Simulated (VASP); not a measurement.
# RbH2 (P1) in VASP: a series of runs

RbH2 is run at these levels: PBE; tasks: single point.

Program: VASP 6.6.1. These are calculated values, not measurements. Logs are shortened: lines on timing, memory, paths and dates and some standing lists are left out, and cuts for length are marked.

## (1) The cell of the first run

The typed cell holds 6 atoms: a = 4.113 Å, b = 4.722 Å, c = 7.541 Å, α = 101.24°, β = 105.51°, γ = 64.71°.

## (2) Single point, PBE

Contents of INCAR:

```
SYSTEM = RbH2
ALGO     = Normal         ! electronic algorithm
EDIFF    = 1E-6           ! SCF threshold, eV
ENCUT    = 520            ! plane-wave cutoff, eV
GGA      = PE             ! functional
ISIF     = 2              ! what is computed and relaxed
ISMEAR   = 0              ! smearing method
LASPH    = .True.         ! aspherical terms in the spheres
LCHARG   = .False.        ! write CHGCAR
LREAL    = .False.        ! projectors in reciprocal space
LWAVE    = .False.        ! write WAVECAR
NBANDS   = 20             ! bands
NELM     = 80             ! most SCF steps
PREC     = Accurate       ! precision mode
SIGMA    = 0.1            ! smearing width, eV
```

Contents of KPOINTS:

```
k-points
0
Gamma
  4 4 4
  0 0 0
```

Contents of POSCAR:

```
RbH2
1.0
    4.0739078617      0.5589268429     -0.0595154976
    1.4191552911      4.5038958815      0.0235586772
   -1.7904479607     -1.0143807624      7.2547037544
Rb H
2 4
Direct
    0.6662214688      0.3684138744      0.8773183615
    0.7268858899      0.7712718027      0.3967186552
    1.0405287442      0.8049986902      1.0636936957
    0.2690726495      0.4563460610      0.1682276586
    0.3722101793      0.2932447808      0.2102186789
    0.1193805004      0.1794859510      0.5896852434
```

Potentials or basis: VASP PAW PBE potentials, release 64 (Rb_sv, H).

Run with:

```bash
$ cat potpaw_PBE.64/Rb_sv/POTCAR potpaw_PBE.64/H/POTCAR > POTCAR
$ mpirun -np 1 vasp_std > vasp.out
```

OUTCAR:

```text
SYSTEM = RbH2
   EDIFF = 1E-6
   ENCUT = 520
   GGA = PE
   ISIF = 2
   ISMEAR = 0
   LASPH = .True.
   LREAL = .False.
   NELM = 80
   PREC = Accurate

 ion  position               nearest neighbor table
   1  0.666  0.368  0.877-   3 2.87   4 2.94   4 2.96   6 2.98   6 2.99   3 3.00   3 3.02   5 3.20
                             5 3.23   2 4.00   2 4.13   2 4.52   2 4.54   2 5.15   2 5.19   2 5.73
   2  0.727  0.771  0.397-   5 2.71   4 2.89   4 2.90   6 2.96   6 2.97   6 3.00   5 3.11   5 3.12
                             3 3.17   3 3.21   1 4.00   1 4.13   1 4.52   1 4.54   1 5.15   1 5.19
   3  0.041  0.805  0.064-   1 2.87   1 3.00   1 3.02   2 3.17   2 3.21
   4  0.269  0.456  0.168-   5 0.79   2 2.89   2 2.90   1 2.94   1 2.96
   5  0.372  0.293  0.210-   4 0.79   2 2.71   2 3.11   2 3.12   1 3.20   1 3.23
   6  0.119  0.179  0.590-   2 2.96   2 2.97   1 2.98   1 2.99   2 3.00

  LATTYP: Found a triclinic cell.
 ALAT       =     4.7222489201
 B/A-ratio  =     0.8708776951
 C/A-ratio  =     1.7110658974
 COS(alpha) =     0.0001384961
 COS(beta)  =     0.4025814756
 COS(gamma) =     0.4272577401

  Lattice vectors:

 A1 = (  -1.4191552911,  -4.5038958815,  -0.0235586772)
 A2 = (  -4.0739078617,  -0.5589268429,   0.0595154976)
 A3 = (   0.3712926696,  -3.4895151191,  -7.2782624316)

Analysis of symmetry for initial positions (statically):
=====================================================================
 Subroutine PRICEL returns:
 Original cell was already a primitive cell.

 Routine SETGRP: Setting up the symmetry group for a
 triclinic supercell.

 Subroutine GETGRP returns: Found  1 space group operations
 (whereof  1 operations were pure point group operations)
 out of a pool of  2 trial point group operations.

The static configuration has the point symmetry C_1 .

Analysis of symmetry for dynamics (positions and initial velocities):
=====================================================================
 Subroutine PRICEL returns:
 Original cell was already a primitive cell.

 Routine SETGRP: Setting up the symmetry group for a
 triclinic supercell.

 Subroutine GETGRP returns: Found  1 space group operations
 (whereof  1 operations were pure point group operations)
 out of a pool of  2 trial point group operations.

The dynamic configuration has the point symmetry C_1 .

 Subroutine INISYM returns: Found  1 space group operations
 (whereof  1 operations are pure point group operations),
 and found     1 'primitive' translations

----------------------------------------------------------------------------------------

                                     Primitive cell

  volume of cell :     127.0377

  direct lattice vectors                    reciprocal lattice vectors
     4.073907862  0.558926843 -0.059515498     0.257390776 -0.081375318  0.052145373
     1.419155291  4.503895882  0.023558677    -0.031443247  0.231808662  0.024652247
    -1.790447961 -1.014380762  7.254703754     0.002213667 -0.001420347  0.138189334

  length of vectors
     4.112501255  4.722248920  7.540914984     0.274938346  0.235226841  0.138214362

  position of ions in fractional coordinates (direct lattice)
     0.666221469  0.368413874  0.877318362
     0.726885890  0.771271803  0.396718655
     0.040528744  0.804998690  0.063693696
     0.269072650  0.456346061  0.168227659
     0.372210179  0.293244781  0.210218679
     0.119380500  0.179485951  0.589685243

  ion indices of the primitive-cell ions
   primitive index   ion index
                 1           1
                 2           2
                 3           3
                 4           4
                 5           5
                 6           6

----------------------------------------------------------------------------------------

 KPOINTS: k-points

Automatic generation of k-mesh.
 Grid dimensions read from file:
 generate k-points for:    4    4    4

 Generating k-lattice:

  Cartesian coordinates                     Fractional coordinates (reciprocal lattice)
     0.064347694 -0.020343829  0.013036343     0.250000000 -0.000000000  0.000000000
    -0.007860812  0.057952165  0.006163062     0.000000000  0.250000000  0.000000000
     0.000553417 -0.000355087  0.034547334     0.000000000 -0.000000000  0.250000000

  Length of vectors
     0.068734586  0.058806710  0.034553591

  Shift w.r.t. Gamma in fractional coordinates (k-lattice)
     0.000000000  0.000000000  0.000000000

 Subroutine IBZKPT returns following result:
 ===========================================

 Found     36 irreducible k-points:

 Following reciprocal coordinates:
            Coordinates               Weight
  0.000000  0.000000  0.000000      1.000000
  0.250000 -0.000000 -0.000000      2.000000
  0.500000 -0.000000 -0.000000      1.000000
  0.000000  0.250000  0.000000      2.000000
  0.250000  0.250000  0.000000      2.000000
  0.500000  0.250000  0.000000      2.000000
[... 16 lines left out ...]
  0.000000 -0.250000  0.250000      2.000000
  0.250000 -0.250000  0.250000      2.000000
 [... further k-points ...]
   k-points           NKPTS =     36   k-points in BZ     NKDIM =     36   number of bands    NBANDS=     20
   number of dos      NEDOS =    301   number of ions     NIONS =      6
   total plane-waves  NPLWV =  64512
   dimension x,y,z NGX =    32 NGY =   36 NGZ =   56
   dimension x,y,z NGXF=    64 NGYF=   72 NGZF=  112
   ions per type =               2   4
   NGX,Y,Z   is equivalent  to a cutoff of  12.94, 12.67, 12.35 a.u.
   NGXF,Y,Z  is equivalent  to a cutoff of  25.87, 25.35, 24.69 a.u.
 SYSTEM =  RbH2
   PREC   = accura    normal or accurate (medium, high low for compatibility)
   ISTART =      0    job   : 0-new  1-cont  2-samecut
   ICHARG =      2    charge: 1-file 2-atom 10-const
   ISPIN  =      1    spin polarized calculation?
   LNONCOLLINEAR =      F non collinear calculations
   LSORBIT =      F    spin-orbit coupling
   LASPH  =      T    aspherical Exc in radial PAW
   ENCUT  =  520.0 eV  38.22 Ry    6.18 a.u.   7.65  8.78 14.02*2*pi/ulx,y,z
   NELM   =     80;   NELMIN=  2; NELMDL= -5     # of ELM steps
   EDIFF  = 0.1E-05   stopping-criterion for ELM
   LREAL  =      F    real-space projection
   EDIFFG = 0.1E-04   stopping-criterion for IOM
   NSW    =      0    number of steps for IOM
   IBRION =     -1    ionic relax: 0-MD 1-quasi-New 2-CG
   NFREE  =      0    steps in history (QN), initial steepest desc. (CG)
   ISIF   =      2    stress and relaxation
   ISYM   =      2    0-nonsym 1-usesym 2-fastsym
   POTIM  = 0.5000    time-step for ionic-motion
   TEBEG  =    0.0;   TEEND  =   0.0 temperature during run
   PSTRESS=    0.0 pullay stress
   NELECT =      22.0000    total number of electrons
   NUPDOWN=      -1.0000    fix difference up-down
   EMIN   =  10.00;   EMAX   =-10.00  energy-range for DOS
   EFERMI =   0.00;   METHOD = LEGACY
   ISMEAR =     0;   SIGMA  =   0.10  broadening in eV -4-tet -1-fermi 0-gaus
   EFERMI_NEDOS =   21; number of points for ismear=-14 and -15
   IALGO  =     38    algorithm
   IMIX   =      4    mixing-type and parameters
     AMIX     =   0.40;   BMIX     =  1.00
     AMIX_MAG =   1.60;   BMIX_MAG =  1.00
  volume/ion in A,a.u.               =      21.17       142.88
  Fermi-wavevector in a.u.,A,eV,Ry     =   0.912511  1.724396 11.329254  0.832677
  Thomas-Fermi vector in A             =   2.036915
   LORBIT       =      0    0 simple, 1 ext, 2 COOP (PROOUT), +10 PAW based schemes
   GGA     = PE    functional components
   LHFCALC =     F    Hartree Fock is set to
   AEXX    =    0.0000 exact exchange contribution
   IVDW    =     0    specifies the selected vdW correction
   LEPSILON=     F    determine dielectric tensor
   LRPA    =     F    only Hartree local field effects (RPA)
 non-spin polarized calculation
 Gauss-broadening in eV      SIGMA  =   0.10
  energy-cutoff  :      520.00
  volume of cell :      127.04
 maximum number of plane-waves:      3446
 NGX is ok and might be reduce to    32
   NGX = 15   NGY = 17   NGZ = 29

 number of electron      21.9999999 magnetization

 Free energy of the ion-electron system (eV)
  ---------------------------------------------------
  ext. energy  EPLUGINS =         0.00000000
  ---------------------------------------------------
  free energy    TOTEN  =       -15.76371545 eV

  energy without entropy =      -15.76371545  energy(sigma->0) =      -15.76371545

 E-fermi :  -0.7522     XC(G=0):  -6.8859

 val. band max:       -1.2911356483   @ k =   0.2500  -0.0000  -0.0000
 cond. band min:       1.8763191091   @ k =  -0.0000   0.5000   0.5000
 fundamental gap:      3.1674547575
 Fermi energy:        -0.7522478364

 k-point     1 :       0.0000    0.0000    0.0000
  band No.  band energies     occupation
      1     -27.6002      2.00000
      2     -27.3836      2.00000
      3     -11.9617      2.00000
      4     -11.6355      2.00000
      5     -11.5412      2.00000
      6     -11.4538      2.00000
[... 12 lines left out ...]
     19       5.9551      0.00000
     20       6.4728      0.00000

 k-point     2 :       0.2500   -0.0000   -0.0000
  band No.  band energies     occupation
      1     -27.5885      2.00000
      2     -27.3725      2.00000
      3     -11.8848      2.00000
      4     -11.7599      2.00000
      5     -11.6477      2.00000
      6     -11.5128      2.00000
[... 12 lines left out ...]
     19       6.1457      0.00000
     20       6.5444      0.00000

 k-point     3 :       0.5000   -0.0000   -0.0000
  band No.  band energies     occupation
      1     -27.5767      2.00000
      2     -27.3614      2.00000
      3     -11.9678      2.00000
      4     -11.8091      2.00000
      5     -11.6992      2.00000
      6     -11.6316      2.00000
[... 12 lines left out ...]
     19       6.6261      0.00000
     20       7.1586      0.00000

 k-point     4 :       0.0000    0.2500    0.0000
  band No.  band energies     occupation
      1     -27.5962      2.00000
      2     -27.3808      2.00000
      3     -11.8938      2.00000
      4     -11.7409      2.00000
      5     -11.5518      2.00000
      6     -11.5091      2.00000
[... 429 lines left out ...]
 k-point    23 :       0.0000   -0.2500    0.2500
  band No.  band energies     occupation
      1     -27.5962      2.00000
      2     -27.3807      2.00000
      3     -11.9253      2.00000
      4     -11.7379      2.00000
      5     -11.5535      2.00000
      6     -11.5176      2.00000
[... 12 lines left out ...]
     19       6.4813      0.00000
     20       7.0289      0.00000

 k-point    24 :       0.2500   -0.2500    0.2500
  band No.  band energies     occupation
      1     -27.5845      2.00000
      2     -27.3696      2.00000
      3     -11.8868      2.00000
      4     -11.7801      2.00000
      5     -11.7151      2.00000
      6     -11.5183      2.00000
[... 12 lines left out ...]
     19       6.7323      0.00000
     20       7.2076      0.00000

 [... further k-points ...]
[... 5 lines left out ...]
  --------------------------------------------------------------------------------------
  -------------------------------------------------------------------------------------
  Total       -0.0361303     -0.0165064      0.0186171      0.0258361     -0.0013342     -0.0010328
  in kB       -0.4556686     -0.2081763      0.2347963      0.3258409     -0.0168266     -0.0130254
  external PRESSURE =      -0.1430162 kB  Pullay stress =       0.0000000 kB

 VOLUME and BASIS-vectors are now :
 -----------------------------------------------------------------------------
  energy-cutoff  :      520.00
  volume of cell :      127.04
      direct lattice vectors                 reciprocal lattice vectors
     4.073907862  0.558926843 -0.059515498     0.257390776 -0.081375318  0.052145373
     1.419155291  4.503895882  0.023558677    -0.031443247  0.231808662  0.024652247
    -1.790447961 -1.014380762  7.254703754     0.002213667 -0.001420347  0.138189334

 POSITION                                       TOTAL-FORCE (eV/Angst)
 -----------------------------------------------------------------------------------
      1.66617      1.14173      6.33371         0.000134      0.003063     -0.003298
      3.34552      3.47758      2.85299         0.000962     -0.004121      0.001967
      1.19349      3.58367      0.47863        -0.000184      0.002849      0.000570
      1.44260      2.03508      1.21518         0.000462     -0.007561      0.001175
      1.55612      1.31554      1.50983        -0.001090      0.003339     -0.004238
     -0.31474      0.27695      4.27512        -0.000284      0.002430      0.003824
 -----------------------------------------------------------------------------------
    total drift:                                0.000105     -0.000053      0.000307

  FREE ENERGIE OF THE ION-ELECTRON SYSTEM (eV)
  ---------------------------------------------------
  free  energy   TOTEN  =       -15.7637154529 eV

  energy  without entropy=      -15.7637154529  energy(sigma->0) =      -15.76371545
```

Run time: 45 s. Hardware: 1 thread of Intel Xeon Platinum 8488C (Sapphire Rapids), shared host; peak memory 0.27 GiB.

Results:

```yaml
Free_energy: -15.7637 eV
Pressure: 0.0 GPa
Largest_force: 0.008 eV/Å
Band_gap_on_the_k_mesh: 3.17 eV, indirect (least direct gap 3.40 eV)
```

Forces on the atoms (eV/Å):
```
Rb   0.000  0.003 -0.003
Rb   0.001 -0.004  0.002
H    0.000  0.003  0.001
H    0.000 -0.008  0.001
H   -0.001  0.003 -0.004
H    0.000  0.002  0.004
```

Levels at points of the mesh, in eV from the valence-band top:
| k point | band 7 | band 8 | band 9 | band 10 | band 11 | band 12 | band 13 | band 14 | band 15 | band 16 |
| --- | --- | --- | --- | --- | --- | --- | --- | --- | --- | --- |
| (0.00, 0.00, 0.00) | -10.09 | -10.03 | -6.45 | -0.94 | -0.04 | 3.65 | 4.47 | 5.47 | 6.03 | 6.59 |
| (0.50, 0.00, 0.00) | -10.17 | -10.09 | -6.25 | -0.23 | -0.20 | 3.62 | 4.35 | 5.37 | 5.50 | 5.82 |
| (0.00, 0.50, 0.00) | -10.25 | -10.05 | -6.22 | -0.65 | -0.35 | 3.64 | 4.56 | 4.94 | 6.38 | 6.98 |
| (0.50, 0.50, 0.00) | -10.21 | -10.15 | -6.24 | -0.36 | -0.02 | 3.75 | 4.52 | 4.93 | 5.47 | 6.11 |
| (0.00, 0.00, 0.50) | -10.12 | -10.03 | -6.40 | -1.02 | 0.00 | 3.78 | 4.88 | 5.08 | 6.22 | 6.57 |
| (0.50, 0.00, 0.50) | -10.21 | -10.14 | -6.24 | -0.36 | -0.02 | 3.73 | 4.55 | 4.97 | 5.47 | 6.17 |
| (0.00, 0.50, 0.50) | -10.15 | -10.04 | -6.24 | -0.74 | -0.24 | 3.17 | 4.94 | 5.11 | 6.11 | 6.56 |
| (0.50, 0.50, 0.50) | -10.17 | -10.09 | -6.25 | -0.22 | -0.19 | 3.61 | 4.35 | 5.34 | 5.47 | 5.79 |

Caveat: the k points lie up to 0.43 Å⁻¹ apart. A k mesh can miss the band edges.

[end of part 1 of 2]
